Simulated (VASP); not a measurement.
# InSb (Pmmm) in VASP: notebook

The runs below take InSb through single point, with PBE+D3(BJ).

Everything below comes from runs of VASP 6.6.1. Logs are shortened: lines on timing, memory, paths and dates and some standing lists are left out, and cuts for length are marked.

## 1. The cell of the first run

It takes space group Pmmm (No. 47, orthorhombic). The conventional cell has a = 3.693 Å, b = 3.808 Å, c = 3.922 Å, α = 90.00°, β = 90.00°, γ = 90.00°. In (site symmetry mmm) has 8 Sb at 3.30 Å and 6 In at 3.69 to 3.92 Å within 4.3 Å. Within 4.3 Å of Sb (site symmetry mmm) lie 8 In at 3.30 Å and 6 Sb at 3.69 to 3.92 Å.

## 2. Single point, PBE+D3(BJ) (strain +0.0300 x Voigt [1, -1, 0, 0, 0, 0])

The input, INCAR:

```
SYSTEM = InSb
PREC = Accurate
ENCUT = 520
EDIFF = 1E-6
ISMEAR = 0
SIGMA = 0.15
LREAL = .False.
LASPH = .True.
NELM = 100
ALGO = Normal
ISIF = 2
LWAVE = .False.
LCHARG = .False.
GGA = PE
IVDW = 12
NBANDS = 16
```

The input, KPOINTS:

```
Automatic mesh
0
Gamma
  12 12 12
  0 0 0
```

The input, POSCAR:

```
InSb
1.0
    3.9218815600      0.0000000000      0.0000000000
    0.0000000000      3.6934224400      0.0000000000
    0.0000000000      0.0000000000      3.8076520000
In Sb
1 1
Direct
    0.0000000000      0.0000000000      0.0000000000
    0.5000000000      0.5000000000      0.5000000000
```

Potentials or basis: VASP PAW PBE potentials, release 64 (In_d, Sb).

Run with:

```
$ cat potpaw_PBE.64/In_d/POTCAR potpaw_PBE.64/Sb/POTCAR > POTCAR
$ mpirun -np 1 vasp_std > vasp.out
```

OUTCAR:

```text
SYSTEM = InSb
   PREC = Accurate
   ENCUT = 520
   EDIFF = 1E-6
   ISMEAR = 0
   LREAL = .False.
   LASPH = .True.
   NELM = 100
   ISIF = 2
   GGA = PE
   IVDW = 12
 IVDW          = 12

 ion  position               nearest neighbor table
   1  0.000  0.000  0.000-   2 3.30   2 3.30   2 3.30   2 3.30   2 3.30   2 3.30   2 3.30   2 3.30

   2  0.500  0.500  0.500-   1 3.30   1 3.30   1 3.30   1 3.30   1 3.30   1 3.30   1 3.30   1 3.30

  LATTYP: Found a simple orthorhombic cell.
 ALAT       =     3.6934224400
 B/A-ratio  =     1.0309278351
 C/A-ratio  =     1.0618556701

  Lattice vectors:

 A1 = (   0.0000000000,   3.6934224400,   0.0000000000)
 A2 = (   0.0000000000,   0.0000000000,   3.8076520000)
 A3 = (   3.9218815600,   0.0000000000,   0.0000000000)

Analysis of symmetry for initial positions (statically):
=====================================================================
 Subroutine PRICEL returns:
 Original cell was already a primitive cell.

 Routine SETGRP: Setting up the symmetry group for a
 simple orthorhombic supercell.

 Subroutine GETGRP returns: Found  8 space group operations
 (whereof  8 operations were pure point group operations)
 out of a pool of  8 trial point group operations.

The static configuration has the point symmetry D_2h.

Analysis of symmetry for dynamics (positions and initial velocities):
=====================================================================
 Subroutine PRICEL returns:
 Original cell was already a primitive cell.

 Routine SETGRP: Setting up the symmetry group for a
 simple orthorhombic supercell.

 Subroutine GETGRP returns: Found  8 space group operations
 (whereof  8 operations were pure point group operations)
 out of a pool of  8 trial point group operations.

The dynamic configuration has the point symmetry D_2h.

 Subroutine INISYM returns: Found  8 space group operations
 (whereof  8 operations are pure point group operations),
 and found     1 'primitive' translations

----------------------------------------------------------------------------------------

                                     Primitive cell

  volume of cell :      55.1545

  direct lattice vectors                    reciprocal lattice vectors
     3.921881560  0.000000000  0.000000000     0.254979653  0.000000000  0.000000000
     0.000000000  3.693422440  0.000000000     0.000000000  0.270751590  0.000000000
     0.000000000  0.000000000  3.807652000     0.000000000  0.000000000  0.262629043

  length of vectors
     3.921881560  3.693422440  3.807652000     0.254979653  0.270751590  0.262629043

  position of ions in fractional coordinates (direct lattice)
     0.000000000  0.000000000  0.000000000
     0.500000000  0.500000000  0.500000000

  ion indices of the primitive-cell ions
   primitive index   ion index
                 1           1
                 2           2

----------------------------------------------------------------------------------------

 KPOINTS: Automatic mesh

Automatic generation of k-mesh.
 Grid dimensions read from file:
 generate k-points for:   12   12   12

 Generating k-lattice:

  Cartesian coordinates                     Fractional coordinates (reciprocal lattice)
     0.021248304  0.000000000  0.000000000     0.083333333  0.000000000  0.000000000
     0.000000000  0.022562633  0.000000000     0.000000000  0.083333333  0.000000000
     0.000000000  0.000000000  0.021885754     0.000000000  0.000000000  0.083333333

  Length of vectors
     0.021248304  0.022562633  0.021885754

  Shift w.r.t. Gamma in fractional coordinates (k-lattice)
     0.000000000  0.000000000  0.000000000

 Subroutine IBZKPT returns following result:
 ===========================================

 Found    343 irreducible k-points:

 Following reciprocal coordinates:
            Coordinates               Weight
  0.000000  0.000000  0.000000      1.000000
  0.083333  0.000000  0.000000      2.000000
  0.166667  0.000000  0.000000      2.000000
  0.250000  0.000000  0.000000      2.000000
  0.333333  0.000000  0.000000      2.000000
  0.416667  0.000000  0.000000      2.000000
[... 16 lines left out ...]
  0.083333  0.250000  0.000000      4.000000
  0.166667  0.250000  0.000000      4.000000
 [... further k-points ...]
   k-points           NKPTS =    343   k-points in BZ     NKDIM =    343   number of bands    NBANDS=     16
   number of dos      NEDOS =    301   number of ions     NIONS =      2
   total plane-waves  NPLWV =  23520
   dimension x,y,z NGX =    30 NGY =   28 NGZ =   28
   dimension x,y,z NGXF=    60 NGYF=   56 NGZF=   56
   ions per type =               1   1
   NGX,Y,Z   is equivalent  to a cutoff of  12.72, 12.60, 12.23 a.u.
   NGXF,Y,Z  is equivalent  to a cutoff of  25.43, 25.21, 24.45 a.u.
 SYSTEM =  InSb
   PREC   = accura    normal or accurate (medium, high low for compatibility)
   ISTART =      0    job   : 0-new  1-cont  2-samecut
   ICHARG =      2    charge: 1-file 2-atom 10-const
   ISPIN  =      1    spin polarized calculation?
   LNONCOLLINEAR =      F non collinear calculations
   LSORBIT =      F    spin-orbit coupling
   LASPH  =      T    aspherical Exc in radial PAW
   ENCUT  =  520.0 eV  38.22 Ry    6.18 a.u.   7.29  6.87  7.08*2*pi/ulx,y,z
   NELM   =    100;   NELMIN=  2; NELMDL= -5     # of ELM steps
   EDIFF  = 0.1E-05   stopping-criterion for ELM
   LREAL  =      F    real-space projection
   EDIFFG = 0.1E-04   stopping-criterion for IOM
   NSW    =      0    number of steps for IOM
   IBRION =     -1    ionic relax: 0-MD 1-quasi-New 2-CG
   NFREE  =      0    steps in history (QN), initial steepest desc. (CG)
   ISIF   =      2    stress and relaxation
   ISYM   =      2    0-nonsym 1-usesym 2-fastsym
   POTIM  = 0.5000    time-step for ionic-motion
   TEBEG  =    0.0;   TEEND  =   0.0 temperature during run
   PSTRESS=    0.0 pullay stress
   NELECT =      18.0000    total number of electrons
   NUPDOWN=      -1.0000    fix difference up-down
   EMIN   =  10.00;   EMAX   =-10.00  energy-range for DOS
   EFERMI =   0.00;   METHOD = LEGACY
   ISMEAR =     0;   SIGMA  =   0.15  broadening in eV -4-tet -1-fermi 0-gaus
   EFERMI_NEDOS =   21; number of points for ismear=-14 and -15
   IALGO  =     38    algorithm
   IMIX   =      4    mixing-type and parameters
     AMIX     =   0.40;   BMIX     =  1.00
     AMIX_MAG =   1.60;   BMIX_MAG =  1.00
  volume/ion in A,a.u.               =      27.58       186.10
  Fermi-wavevector in a.u.,A,eV,Ry     =   1.127125  2.129957 17.284989  1.270411
  Thomas-Fermi vector in A             =   2.263810
   LORBIT       =      0    0 simple, 1 ext, 2 COOP (PROOUT), +10 PAW based schemes
   GGA     = PE    functional components
   LHFCALC =     F    Hartree Fock is set to
   AEXX    =    0.0000 exact exchange contribution
   IVDW    =    12    specifies the selected vdW correction
   LEPSILON=     F    determine dielectric tensor
   LRPA    =     F    only Hartree local field effects (RPA)
 non-spin polarized calculation
 Gauss-broadening in eV      SIGMA  =   0.15
  energy-cutoff  :      520.00
  volume of cell :       55.15
 maximum number of plane-waves:      1504
 NGX is ok and might be reduce to    30
   NGX = 15   NGY = 13   NGZ = 15

 number of electron      17.9999999 magnetization

 Free energy of the ion-electron system (eV)
  ---------------------------------------------------
  ext. energy  EPLUGINS =         0.00000000
  ---------------------------------------------------
  free energy    TOTEN  =        -6.50684441 eV

  energy without entropy =       -6.49534316  energy(sigma->0) =       -6.50109378

 E-fermi :   7.4360     XC(G=0): -10.0621

 val. band max:        7.4332847361   @ k =   0.0833   0.0000   0.0000
 cond. band min:       7.4377189178   @ k =   0.0000   0.0000   0.0833
 fundamental gap:      0.0044341818
 Fermi energy:         7.4360476571

 k-point     1 :       0.0000    0.0000    0.0000
  band No.  band energies     occupation
      1      -7.0662      2.00000
      2      -7.0374      2.00000
      3      -6.9487      2.00000
      4      -6.9429      2.00000
      5      -6.9394      2.00000
      6      -3.8638      2.00000
[... 8 lines left out ...]
     15      15.9017      0.00000
     16      19.0380      0.00000

 k-point     2 :       0.0833    0.0000    0.0000
  band No.  band energies     occupation
      1      -7.0655      2.00000
      2      -7.0326      2.00000
      3      -6.9511      2.00000
      4      -6.9452      2.00000
      5      -6.9393      2.00000
      6      -3.8033      2.00000
[... 8 lines left out ...]
     15      15.5504      0.00000
     16      18.7211      0.00000

 k-point     3 :       0.1667    0.0000    0.0000
  band No.  band energies     occupation
      1      -7.0639      2.00000
      2      -7.0194      2.00000
      3      -6.9578      2.00000
      4      -6.9514      2.00000
      5      -6.9391      2.00000
      6      -3.6245      2.00000
[... 8 lines left out ...]
     15      14.7209      0.00000
     16      17.6061      0.00000

 k-point     4 :       0.2500    0.0000    0.0000
  band No.  band energies     occupation
      1      -7.0621      2.00000
      2      -7.0009      2.00000
      3      -6.9668      2.00000
      4      -6.9597      2.00000
      5      -6.9387      2.00000
      6      -3.3389      2.00000
[... 8 lines left out ...]
     15      14.5799      0.00000
     16      16.5681      0.00000

 k-point     5 :       0.3333    0.0000    0.0000
  band No.  band energies     occupation
      1      -7.0605      2.00000
      2      -6.9824      2.00000
      3      -6.9758      2.00000
      4      -6.9680      2.00000
      5      -6.9384      2.00000
      6      -2.9769      2.00000
[... 8 lines left out ...]
     15      15.6526      0.00000
     16      16.2406      0.00000

 k-point     6 :       0.4167    0.0000    0.0000
  band No.  band energies     occupation
      1      -7.0594      2.00000
      2      -6.9824      2.00000
      3      -6.9741      2.00000
      4      -6.9689      2.00000
      5      -6.9381      2.00000
      6      -2.6199      2.00000
[... 8 lines left out ...]
     15      14.9530      0.00000
     16      18.1584      0.00000

 k-point     7 :       0.5000    0.0000    0.0000
  band No.  band energies     occupation
      1      -7.0590      2.00000
      2      -6.9848      2.00000
      3      -6.9763      2.00000
      4      -6.9640      2.00000
      5      -6.9380      2.00000
      6      -2.4517      2.00000
[... 8 lines left out ...]
     15      14.6408      0.00000
     16      20.0070      0.00000

 k-point     8 :       0.0000    0.0833    0.0000
  band No.  band energies     occupation
      1      -7.0583      2.00000
      2      -7.0363      2.00000
      3      -6.9484      2.00000
      4      -6.9469      2.00000
      5      -6.9432      2.00000
      6      -3.7927      2.00000
[... 8 lines left out ...]
     15      15.4099      0.00000
     16      18.6889      0.00000

 k-point     9 :       0.0833    0.0833    0.0000
  band No.  band energies     occupation
      1      -7.0577      2.00000
      2      -7.0313      2.00000
      3      -6.9509      2.00000
      4      -6.9495      2.00000
      5      -6.9430      2.00000
      6      -3.7319      2.00000
[... 8 lines left out ...]
     15      15.5122      0.00000
     16      18.3262      0.00000
[... 172 lines left out ...]
 k-point    19 :       0.3333    0.1667    0.0000
  band No.  band energies     occupation
      1      -7.0358      2.00000
      2      -6.9945      2.00000
      3      -6.9731      2.00000
      4      -6.9710      2.00000
      5      -6.9504      2.00000
      6      -2.6893      2.00000
[... 8 lines left out ...]
     15      16.4943      0.00000
     16      17.3061      0.00000

 k-point    20 :       0.4167    0.1667    0.0000
  band No.  band energies     occupation
      1      -7.0346      2.00000
      2      -7.0031      2.00000
      3      -6.9791      2.00000
      4      -6.9570      2.00000
      5      -6.9498      2.00000
      6      -2.3347      2.00000
[... 8 lines left out ...]
     15      16.9790      0.00000
     16      18.0517      0.00000

 k-point    21 :       0.5000    0.1667    0.0000
  band No.  band energies     occupation
      1      -7.0342      2.00000
      2      -7.0062      2.00000
      3      -6.9813      2.00000
      4      -6.9519      2.00000
      5      -6.9496      2.00000
      6      -2.1690      2.00000
[... 8 lines left out ...]
     15      16.8246      0.00000
     16      18.2954      0.00000

 k-point    22 :       0.0000    0.2500    0.0000
  band No.  band energies     occupation
      1      -7.0354      2.00000
      2      -7.0008      2.00000
      3      -6.9723      2.00000
      4      -6.9672      2.00000
      5      -6.9468      2.00000
      6      -3.2422      2.00000
[... 8 lines left out ...]
     15      15.9579      0.00000
     16      16.7977      0.00000

 k-point    23 :       0.0833    0.2500    0.0000
  band No.  band energies     occupation
      1      -7.0326      2.00000
      2      -6.9978      2.00000
      3      -6.9767      2.00000
      4      -6.9668      2.00000
      5      -6.9488      2.00000
      6      -3.1801      2.00000
[... 8 lines left out ...]
     15      16.0282      0.00000
     16      17.0605      0.00000

 k-point    24 :       0.1667    0.2500    0.0000
  band No.  band energies     occupation
      1      -7.0267      2.00000
      2      -6.9891      2.00000
      3      -6.9871      2.00000
      4      -6.9660      2.00000
      5      -6.9542      2.00000
      6      -2.9980      2.00000
[... 8 lines left out ...]
     15      16.1645      0.00000
     16      17.0769      0.00000

 [... further k-points ...]

------------------------ aborting loop because EDIFF is reached ----------------------------------------

 Edisp (eV)   -0.81918

 E8    (eV) :    -0.3916

  FORCE on cell =-STRESS in cart. coord.  units (eV):
  Direction    XX          YY          ZZ          XY          YZ          ZX
  --------------------------------------------------------------------------------------
  -------------------------------------------------------------------------------------
  Total      -0.84582    -0.93434    -0.79741     0.00000     0.00000     0.00000
  in kB     -24.57025   -27.14169   -23.16380     0.00000     0.00000     0.00000
  external pressure =      -24.96 kB  Pullay stress =        0.00 kB

 VOLUME and BASIS-vectors are now :
 -----------------------------------------------------------------------------
  energy-cutoff  :      520.00
  volume of cell :       55.15
      direct lattice vectors                 reciprocal lattice vectors
     3.921881560  0.000000000  0.000000000     0.254979653  0.000000000  0.000000000
     0.000000000  3.693422440  0.000000000     0.000000000  0.270751590  0.000000000
     0.000000000  0.000000000  3.807652000     0.000000000  0.000000000  0.262629043

 POSITION                                       TOTAL-FORCE (eV/Angst)
 -----------------------------------------------------------------------------------
      0.00000      0.00000      0.00000         0.000000      0.000000      0.000000
      1.96094      1.84671      1.90383         0.000000      0.000000      0.000000
 -----------------------------------------------------------------------------------
    total drift:                                0.000000     -0.000000     -0.000000

  FREE ENERGIE OF THE ION-ELECTRON SYSTEM (eV)
  ---------------------------------------------------
  free  energy   TOTEN  =        -7.3260236571 eV

  energy  without entropy=       -7.3145224110  energy(sigma->0) =       -7.32027303
```

Run time: 1.9 min. Hardware: 1 thread of Intel Xeon 6975P-C (Granite Rapids), shared host; peak memory 0.43 GiB.

Results:

```
Free energy                : -7.3260 eV
Pressure                   : -2.5 GPa
Band gap on the k mesh     : zero (bands 9 and 10 overlap by 3.73 eV)
Dispersion energy per atom : -0.410 eV
```

Levels at points of the mesh, in eV from the Fermi level:
```
           k point  band 7  band 8  band 9  band 10  band 11  band 12
(0.00, 0.00, 0.00)   -2.22   -1.10   -0.62    -0.07     3.94     4.38
(0.50, 0.00, 0.00)   -7.10    1.09    1.56     2.48     2.74     3.71
(0.00, 0.50, 0.00)   -6.83    0.93    1.34     1.91     2.14     3.46
(0.50, 0.50, 0.00)   -4.37   -4.20   -4.17     1.88     5.61     5.61
(0.00, 0.00, 0.50)   -6.97    0.79    1.67     2.13     2.38     3.30
(0.50, 0.00, 0.50)   -4.40   -4.39   -4.32     2.21     6.05     6.14
(0.00, 0.50, 0.50)   -4.26   -4.16   -3.98     1.59     5.18     5.23
(0.50, 0.50, 0.50)   -2.39   -2.29   -2.06    -1.87    -0.45    -0.33
```

Caveat: the cell differs from its parent crystal (strain +0.0300 x Voigt [1, -1, 0, 0, 0, 0]); spin-orbit coupling is left out, which moves the levels of the heavy elements.

[end of part 1 of 2]
